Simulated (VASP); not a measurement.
# BeS (F-43m) in VASP: further runs, part 2 of 2

VASP 6.6.1. Earlier steps stand in the parts before.

**4. Vibrations by perturbation theory, PBEsol**

This run uses another cell than the first one, of 14.46 Å³/atom, 1.042 times its volume.

Contents of INCAR:

```
PREC     = Accurate       # precision mode
ENCUT    = 520            # plane-wave cutoff, eV
EDIFF    = 1E-8           # SCF threshold, eV
ISMEAR   = 0              # smearing method
SIGMA    = 0.01           # smearing width, eV
LREAL    = False          # projectors in reciprocal space
LASPH    = True           # aspherical terms in the spheres
NELM     = 80             # most SCF steps
ALGO     = Normal         # electronic algorithm
ISIF     = 2              # what is computed and relaxed
LWAVE    = False          # write WAVECAR
LCHARG   = False          # write CHGCAR
GGA      = PS             # functional
NBANDS   = 11             # bands
IBRION   = 8              # ionic algorithm
NSW      = 1              # ionic steps
```

Contents of KPOINTS:

```
Automatic mesh
0
Gamma
  8 8 8
```

Contents of POSCAR:

```
BeS
1.0
    2.4361002853      2.4361002853      0.0000000000
   -2.4361002853      2.4361002853      0.0000000000
    0.0000000000      2.4361002853      2.4361002853
Be S
1 1
Direct
    0.0000000000      0.0000000000      0.0000000000
    0.7500000000      0.2500000000      0.5000000000
```

Potentials or basis: VASP PAW PBE potentials, release 64 (Be, S).

On the command line:

```
cat potpaw_PBE.64/Be/POTCAR potpaw_PBE.64/S/POTCAR > POTCAR
mpirun -np 1 vasp_std > vasp.out
```

OUTCAR:

```text
PREC = Accurate
   ENCUT = 520
   EDIFF = 1E-8
   ISMEAR = 0
   LREAL = False
   LASPH = True
   NELM = 80
   ISIF = 2
   GGA = PS
   IBRION = 8
   NSW = 1

 ion  position               nearest neighbor table
   1  0.000  0.000  0.000-   2 2.11   2 2.11   2 2.11   2 2.11
   2  0.750  0.250  0.500-   1 2.11   1 2.11   1 2.11   1 2.11

  LATTYP: Found a face centered cubic cell.
 ALAT       =     4.8722005706

  Lattice vectors:

[... 591 lines left out ...]
 ------------------------------------
               1X          1Y          1Z          2X          2Y          2Z
  1X    -8.115140    0.000000   -0.000000    8.115140   -0.000000    0.000000
  1Y    -0.000000   -8.115140    0.000000    0.000000    8.115140   -0.000000
  1Z    -0.000000    0.000000   -8.115140    0.000000   -0.000000    8.115140
  2X     8.112928    0.000000    0.000000   -8.112928    0.000000    0.000000
  2Y     0.000000    8.112928    0.000000    0.000000   -8.112928    0.000000
  2Z     0.000000    0.000000    8.112928    0.000000    0.000000   -8.112928

 Eigenvectors and eigenvalues of the dynamical matrix
 ----------------------------------------------------

   1 f  =   16.789533 THz   105.491744 2PiTHz  560.038524 cm-1    69.435896 meV
             X         Y         Z           dx          dy          dz
      0.000000  0.000000  0.000000     0.000000   -0.814517   -0.342349
      1.218050  3.654150  1.218050    -0.000000    0.431771    0.181477
[... 21 lines left out ...]
   6 f/i=    0.000947 THz     0.005950 2PiTHz    0.031586 cm-1     0.003916 meV
             X         Y         Z           dx          dy          dz
      0.000000  0.000000  0.000000    -0.442355   -0.126647   -0.087419
      1.218050  3.654150  1.218050    -0.834484   -0.238914   -0.164912

--------------------------------------------------------------------------------------------------------

 ELASTIC MODULI CONTR FROM IONIC RELAXATION (kBar)
 Direction    XX          YY          ZZ          XY          YZ          ZX
 --------------------------------------------------------------------------------
 XX          -0.0000     -0.0000     -0.0000     -0.0000     -0.0000      0.0000
 YY          -0.0000     -0.0000     -0.0000     -0.0000     -0.0000     -0.0000
 ZZ          -0.0000     -0.0000     -0.0000     -0.0000     -0.0000      0.0000
 XY          -0.0000     -0.0000     -0.0000   -118.9671     -0.0000      0.0000
 YZ          -0.0000     -0.0000     -0.0000     -0.0000   -118.9671     -0.0000
 ZX           0.0000     -0.0000      0.0000      0.0000     -0.0000   -118.9671
 --------------------------------------------------------------------------------
```

OSZICAR:

```text
N       E                     dE             d eps       ncg     rms          rms(c)
DAV:   1     0.198708514060E+02    0.19871E+02   -0.36899E+03   638   0.615E+02
DAV:   2    -0.953699800891E+01   -0.29408E+02   -0.28582E+02   819   0.116E+02
DAV:   3    -0.107325775723E+02   -0.11956E+01   -0.11932E+01   840   0.238E+01
[... 40 lines left out ...]
RMM:   8    -0.102086056425E+00    0.49077E-05   -0.46994E-08  3664   0.345E-04    0.579E-04
RMM:   9    -0.102084940667E+00    0.11158E-05   -0.83260E-08  3681   0.123E-04    0.210E-04
RMM:  10    -0.102084456328E+00    0.48434E-06   -0.43494E-08  3712   0.604E-05    0.570E-05
RMM:  11    -0.102084308099E+00    0.14823E-06   -0.25439E-08  3812   0.307E-05    0.481E-06
RMM:  12    -0.102084292931E+00    0.15168E-07   -0.84783E-08  3806   0.191E-05    0.109E-06
RMM:  13    -0.102084289931E+00    0.30006E-08   -0.82594E-08  3046   0.173E-05    0.222E-07
 Linear response finished
```

stdout:

```text
POSCAR found type information on POSCAR BeS
 POSCAR found :  2 types and       2 ions
 scaLAPACK will be used
 -----------------------------------------------------------------------------
|                                                                             |
|                                                                             |
|     You enforced a specific xc type in the INCAR file but a different       |
|     I HOPE YOU KNOW WHAT YOU ARE DOING!                                     |
|                                                                             |
 -----------------------------------------------------------------------------

 LDA part: xc-table for (Slater+PW92), standard interpolation
 POSCAR, INCAR and KPOINTS ok, starting setup
 FFT: planning ... GRIDC
 FFT: planning ... GRID_SOFT
 FFT: planning ... GRID
 WAVECAR not read
 entering main loop
 Linear response reoptimize wavefunctions to high precision
 Linear response DOF=           2
 Linear response progress:
 first order change of Fermi-energy   0.57029E-03
 force on displaced ion       1 direction 1 :  -8.115   0.000  -0.000
 Linear response progress:
 first order change of Fermi-energy  -0.75124E-03
 force on displaced ion       2 direction 1 :  -8.113   0.000   0.000
 Linear response finished
```

Wall time 88 s (1 thread of Intel Xeon Platinum 8488C (Sapphire Rapids), shared host); peak memory 0.21 GiB.

What came out:

```
Highest phonon frequency at Γ, LO-TO splitting left out : 560 cm⁻¹
```

Phonon frequencies in cm⁻¹ (negative: imaginary):
| q point | frequencies |
| --- | --- |
| (0.000, 0.000, 0.000) | 0 0 0 560 560 560 |

Caveat: the cell wasn't relaxed at this level first, which shifts response properties; the PAW data sets were made with another functional, which shifts forces and pressure a little.
